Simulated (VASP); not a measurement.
# Nb2Te (P4/mmm) in VASP: further runs

Runs on Nb2Te. Level: PBE. Tasks: relaxation of cell and atoms, single point.

Program: VASP 6.6.1. These are calculated values, not measurements. Logs are shortened: lines on timing, memory, paths and dates and some standing lists are left out, and cuts for length are marked.

### Step 1. The cell of the first run

The structure is tetragonal, space group P4/mmm (No. 123). Conventional cell: a = 3.448 Å, b = 3.448 Å, c = 5.518 Å, α = 90.00°, β = 90.00°, γ = 90.00°. Nb (site symmetry 4mm) has 2 Nb at 2.33 to 3.19 Å and 4 Te at 2.91 Å within 3.2 Å. Within 3.8 Å of Te (site symmetry 4/mmm) lie 8 Nb at 2.91 Å and 4 Te at 3.45 Å.

The cell was generated, and may not be a known phase.

### Step 2. Relaxation of cell and atoms, PBE

The input, INCAR:

```
  PREC = Accurate
  ENCUT = 600
  EDIFF = 1E-6
  ISMEAR = 0
  SIGMA = 0.1
  LREAL = False
  LASPH = True
  NELM = 60
  ALGO = Normal
  ISIF = 3
  LWAVE = False
  LCHARG = False
  GGA = PE
  IBRION = 2
  NSW = 90
  EDIFFG = -0.04
```

The input, KPOINTS:

```
regular mesh
0
Gamma
  6 6 4
```

The input, POSCAR:

```
Nb2Te
1.0
    3.4476653189      0.0000000000      0.0000000000
    0.0000000000      3.4476653189      0.0000000000
    0.0000000000      0.0000000000      5.5179662379
Nb Te
2 1
Direct
    0.5000000000      0.5000000000      0.2889231403
    0.5000000000      0.5000000000      0.7110768597
    0.0000000000      0.0000000000      0.0000000000
```

Potentials or basis: VASP PAW PBE potentials, release 64 (Nb_sv, Te).

Run with:

```
> cat potpaw_PBE.64/Nb_sv/POTCAR potpaw_PBE.64/Te/POTCAR > POTCAR
> mpirun -np 1 vasp_std > vasp.out
```

OUTCAR:

```text
PREC = Accurate
   ENCUT = 600
   EDIFF = 1E-6
   ISMEAR = 0
   LREAL = False
   LASPH = True
   NELM = 60
   ISIF = 3
   GGA = PE
   IBRION = 2
   NSW = 90
   EDIFFG = -0.04

 ion  position               nearest neighbor table
   1  0.500  0.500  0.289-   2 2.33   3 2.91   3 2.91   3 2.91   3 2.91
   2  0.500  0.500  0.711-   1 2.33   3 2.91   3 2.91   3 2.91   3 2.91
   3  0.000  0.000  0.000-   1 2.91   2 2.91   1 2.91   2 2.91   1 2.91   2 2.91   1 2.91   2 2.91

  LATTYP: Found a simple tetragonal cell.
 ALAT       =     3.4476653189
 C/A-ratio  =     1.6004935884

  Lattice vectors:

 A1 = (   3.4476653189,   0.0000000000,   0.0000000000)
 A2 = (   0.0000000000,   3.4476653189,   0.0000000000)
 A3 = (   0.0000000000,   0.0000000000,   5.5179662379)

Analysis of symmetry for initial positions (statically):
=====================================================================
 Subroutine PRICEL returns:
 Original cell was already a primitive cell.

 Routine SETGRP: Setting up the symmetry group for a
 simple tetragonal supercell.

 Subroutine GETGRP returns: Found 16 space group operations
 (whereof 16 operations were pure point group operations)
 out of a pool of 16 trial point group operations.

The static configuration has the point symmetry D_4h.

Analysis of symmetry for dynamics (positions and initial velocities):
=====================================================================
 Subroutine PRICEL returns:
 Original cell was already a primitive cell.

 Routine SETGRP: Setting up the symmetry group for a
 simple tetragonal supercell.

 Subroutine GETGRP returns: Found 16 space group operations
 (whereof 16 operations were pure point group operations)
 out of a pool of 16 trial point group operations.

The dynamic configuration has the point symmetry D_4h.

 Subroutine INISYM returns: Found 16 space group operations
 (whereof 16 operations are pure point group operations),
 and found     1 'primitive' translations

----------------------------------------------------------------------------------------

                                     Primitive cell

  volume of cell :      65.5887

  direct lattice vectors                    reciprocal lattice vectors
     3.447665319  0.000000000  0.000000000     0.290051356  0.000000000  0.000000000
     0.000000000  3.447665319  0.000000000     0.000000000  0.290051356  0.000000000
     0.000000000  0.000000000  5.517966238     0.000000000  0.000000000  0.181226190

  length of vectors
     3.447665319  3.447665319  5.517966238     0.290051356  0.290051356  0.181226190

  position of ions in fractional coordinates (direct lattice)
     0.500000000  0.500000000  0.288923140
     0.500000000  0.500000000  0.711076860
     0.000000000  0.000000000  0.000000000

  ion indices of the primitive-cell ions
   primitive index   ion index
                 1           1
                 2           2
                 3           3

----------------------------------------------------------------------------------------

 KPOINTS: regular mesh

Automatic generation of k-mesh.
 Grid dimensions read from file:
 generate k-points for:    6    6    4

 Generating k-lattice:

  Cartesian coordinates                     Fractional coordinates (reciprocal lattice)
     0.048341893  0.000000000  0.000000000     0.166666667  0.000000000  0.000000000
     0.000000000  0.048341893  0.000000000     0.000000000  0.166666667  0.000000000
     0.000000000  0.000000000  0.045306548     0.000000000  0.000000000  0.250000000

  Length of vectors
     0.048341893  0.048341893  0.045306548

  Shift w.r.t. Gamma in fractional coordinates (k-lattice)
     0.000000000  0.000000000  0.000000000

 Subroutine IBZKPT returns following result:
 ===========================================

 Found     30 irreducible k-points:

 Following reciprocal coordinates:
            Coordinates               Weight
  0.000000  0.000000  0.000000      1.000000
  0.166667  0.000000  0.000000      4.000000
  0.333333  0.000000  0.000000      4.000000
  0.500000  0.000000  0.000000      2.000000
  0.166667  0.166667  0.000000      4.000000
  0.333333  0.166667  0.000000      8.000000
[... 16 lines left out ...]
  0.333333  0.000000  0.500000      4.000000
  0.500000  0.000000  0.500000      2.000000
 [... further k-points ...]
   k-points           NKPTS =     30   k-points in BZ     NKDIM =     30   number of bands    NBANDS=     20
   number of dos      NEDOS =    301   number of ions     NIONS =      3
   total plane-waves  NPLWV =  37632
   dimension x,y,z NGX =    28 NGY =   28 NGZ =   48
   dimension x,y,z NGXF=    56 NGYF=   56 NGZF=   96
   ions per type =               2   1
   NGX,Y,Z   is equivalent  to a cutoff of  13.50, 13.50, 14.46 a.u.
   NGXF,Y,Z  is equivalent  to a cutoff of  27.00, 27.00, 28.92 a.u.
 SYSTEM =  unknown system
   PREC   = accura    normal or accurate (medium, high low for compatibility)
   ISTART =      0    job   : 0-new  1-cont  2-samecut
   ICHARG =      2    charge: 1-file 2-atom 10-const
   ISPIN  =      1    spin polarized calculation?
   LNONCOLLINEAR =      F non collinear calculations
   LSORBIT =      F    spin-orbit coupling
   LASPH  =      T    aspherical Exc in radial PAW
   ENCUT  =  600.0 eV  44.10 Ry    6.64 a.u.   6.89  6.89 11.02*2*pi/ulx,y,z
   NELM   =     60;   NELMIN=  2; NELMDL= -5     # of ELM steps
   EDIFF  = 0.1E-05   stopping-criterion for ELM
   LREAL  =      F    real-space projection
   EDIFFG = -.4E-01   stopping-criterion for IOM
   NSW    =     90    number of steps for IOM
   IBRION =      2    ionic relax: 0-MD 1-quasi-New 2-CG
   NFREE  =      1    steps in history (QN), initial steepest desc. (CG)
   ISIF   =      3    stress and relaxation
   ISYM   =      2    0-nonsym 1-usesym 2-fastsym
   POTIM  = 0.5000    time-step for ionic-motion
   TEBEG  =    0.0;   TEEND  =   0.0 temperature during run
   PSTRESS=    0.0 pullay stress
   NELECT =      32.0000    total number of electrons
   NUPDOWN=      -1.0000    fix difference up-down
   EMIN   =  10.00;   EMAX   =-10.00  energy-range for DOS
   EFERMI =   0.00;   METHOD = LEGACY
   ISMEAR =     0;   SIGMA  =   0.10  broadening in eV -4-tet -1-fermi 0-gaus
   EFERMI_NEDOS =   21; number of points for ismear=-14 and -15
   IALGO  =     38    algorithm
   IMIX   =      4    mixing-type and parameters
     AMIX     =   0.40;   BMIX     =  1.00
     AMIX_MAG =   1.60;   BMIX_MAG =  1.00
  volume/ion in A,a.u.               =      21.86       147.54
  Fermi-wavevector in a.u.,A,eV,Ry     =   1.288789  2.435458 22.598957  1.660976
  Thomas-Fermi vector in A             =   2.420721
   LORBIT       =      0    0 simple, 1 ext, 2 COOP (PROOUT), +10 PAW based schemes
   GGA     = PE    functional components
   LHFCALC =     F    Hartree Fock is set to
   AEXX    =    0.0000 exact exchange contribution
   IVDW    =     0    specifies the selected vdW correction
   LEPSILON=     F    determine dielectric tensor
   LRPA    =     F    only Hartree local field effects (RPA)
 conjugate gradient relaxation of ions
 non-spin polarized calculation
 Gauss-broadening in eV      SIGMA  =   0.10
  energy-cutoff  :      600.00
  volume of cell :       65.59
 maximum number of plane-waves:      2202
 NGX is ok and might be reduce to    28
   NGX = 13   NGY = 13   NGZ = 23

--------------------------------------- Ionic step        1  -------------------------------------------

 number of electron      32.0000001 magnetization

 Free energy of the ion-electron system (eV)
  ---------------------------------------------------
  ext. energy  EPLUGINS =         0.00000000
  ---------------------------------------------------
  free energy    TOTEN  =       -21.83396462 eV

  energy without entropy =      -21.81670304  energy(sigma->0) =      -21.82533383

------------------------ aborting loop because EDIFF is reached ----------------------------------------

  FORCE on cell =-STRESS in cart. coord.  units (eV):
  Direction    XX          YY          ZZ          XY          YZ          ZX
  --------------------------------------------------------------------------------------
  -------------------------------------------------------------------------------------
  Total       -0.4503725     -0.4503725      0.9377978      0.0000000      0.0000000      0.0000000
  in kB      -11.0015325    -11.0015325     22.9081773      0.0000000      0.0000000      0.0000000
  external PRESSURE =       0.3017041 kB  Pullay stress =       0.0000000 kB
[... 92 lines left out ...]
  FREE ENERGIE OF THE ION-ELECTRON SYSTEM (eV)
  ---------------------------------------------------
  free  energy   TOTEN  =       -21.8301150122 eV

  energy  without entropy=      -21.8123437787  energy(sigma->0) =      -21.82122940

[... ionic steps 4 to 7 ...]

--------------------------------------- Ionic step        8  -------------------------------------------

 number of electron      31.9999998 magnetization

------------------------ aborting loop because EDIFF is reached ----------------------------------------

  FORCE on cell =-STRESS in cart. coord.  units (eV):
  Direction    XX          YY          ZZ          XY          YZ          ZX
  --------------------------------------------------------------------------------------
  -------------------------------------------------------------------------------------
  Total       -0.0130992     -0.0130992      0.0167839      0.0000000      0.0000000      0.0000000
  in kB       -0.3222518     -0.3222518      0.4128970      0.0000000      0.0000000      0.0000000
  external PRESSURE =      -0.0772022 kB  Pullay stress =       0.0000000 kB
[... 59 lines left out ...]
  energy  without entropy=      -21.8981166988  energy(sigma->0) =      -21.90481266

--------------------------------------- Ionic step       10  -------------------------------------------

 number of electron      31.9999998 magnetization

 Free energy of the ion-electron system (eV)
  ---------------------------------------------------
  ext. energy  EPLUGINS =         0.00000000
  ---------------------------------------------------
  free energy    TOTEN  =       -21.91185614 eV

  energy without entropy =      -21.89824483  energy(sigma->0) =      -21.90505049

 E-fermi :  10.3897     XC(G=0): -11.3190

 val. band max:       10.3589569167   @ k =   0.3333   0.1667   0.5000
 cond. band min:      10.4240721759   @ k =   0.3333   0.1667   0.5000
 fundamental gap:      0.0651152592
 Fermi energy:        10.3897478175

 k-point     1 :       0.0000    0.0000    0.0000
  band No.  band energies     occupation
      1     -44.7686      2.00000
      2     -44.5581      2.00000
      3     -21.3824      2.00000
      4     -20.8252      2.00000
      5     -20.8252      2.00000
      6     -20.6522      2.00000
[... 12 lines left out ...]
     19      12.3829      0.00000
[... 513 lines left out ...]
      4     -21.0146      2.00000
      5     -20.8878      2.00000
      6     -20.7852      2.00000
[... 12 lines left out ...]
     19      11.4394      0.00000
     20      11.9291      0.00000

 [... further k-points ...]
[... 5 lines left out ...]
  --------------------------------------------------------------------------------------
  -------------------------------------------------------------------------------------
  Total       -0.0238762     -0.0238762      0.0625022      0.0000000      0.0000000      0.0000000
  in kB       -0.5877512     -0.5877512      1.5385895      0.0000000      0.0000000      0.0000000
  external PRESSURE =       0.1210290 kB  Pullay stress =       0.0000000 kB
[... 18 lines left out ...]
  FREE ENERGIE OF THE ION-ELECTRON SYSTEM (eV)
  ---------------------------------------------------
  free  energy   TOTEN  =       -21.9118561397 eV

  energy  without entropy=      -21.8982448343  energy(sigma->0) =      -21.90505049

 reached required accuracy - stopping structural energy minimisation
```

Wall time 5.3 min (1 thread of Intel Xeon Platinum 8259CL at 2.50GHz (Skylake/Cascade Lake), shared host); peak memory 0.22 GiB.

Results:

```yaml
Free_energy: -21.9119 eV
Relaxed_volume: 21.70 Å³/atom
Relaxed_cell: a = 3.379 Å, b = 3.379 Å, c = 5.699 Å, α = 90.00°, β = 90.00°, γ = 90.00°
Space_group_after_relaxing_to_0.1_Å: P4/mmm (No. 123)
Energy_gained_by_relaxing: 26.0 meV/atom
Ionic_steps: 10
Pressure_after_relaxing: 0.0 GPa
Largest_force_after_relaxing: 0.015 eV/Å
Band_gap_on_the_k_mesh: zero (bands 16 and 17 overlap by 0.67 eV)
```

Forces in eV/Å, atoms in the order of the input:
```
Nb   0.000  0.000  0.015
Nb   0.000  0.000 -0.015
Te   0.000  0.000  0.000
```

Stress tensor (GPa, compression positive):
```
-0.06  0.00  0.00
 0.00 -0.06  0.00
 0.00  0.00  0.15
```

Step by step:
```csv
step,energy change (eV),largest force (eV/Å),pressure (GPa),volume (Å³)
1,0.0000,0.5152,0.03,65.59
2,-0.0402,0.3526,-0.64,65.62
3,0.0038,0.9225,-0.28,65.57
4,-0.0735,0.1397,-0.84,65.62
5,-0.0741,0.1966,-0.86,65.62
6,-0.0761,0.0256,-0.88,65.62
7,-0.0724,0.1669,1.65,64.22
8,-0.0775,0.0735,-0.01,65.13
9,-0.0775,0.0705,-0.02,65.14
10,-0.0779,0.0154,0.01,65.09
```

Final structure:
```
Nb Te
1.0
     3.37945    0.00000    0.00000
     0.00000    3.37945    0.00000
     0.00000    0.00000    5.69891
Nb Te
2 1
Direct
  0.50000 0.50000 0.27907
  0.50000 0.50000 0.72093
  0.00000 0.00000 0.00000
```

Caveat: spin-orbit coupling is left out, which moves the levels of the heavy elements.

[end of part 1 of 2]

The gap in the log of VASP goes by the Fermi energy; the results here count the filled bands.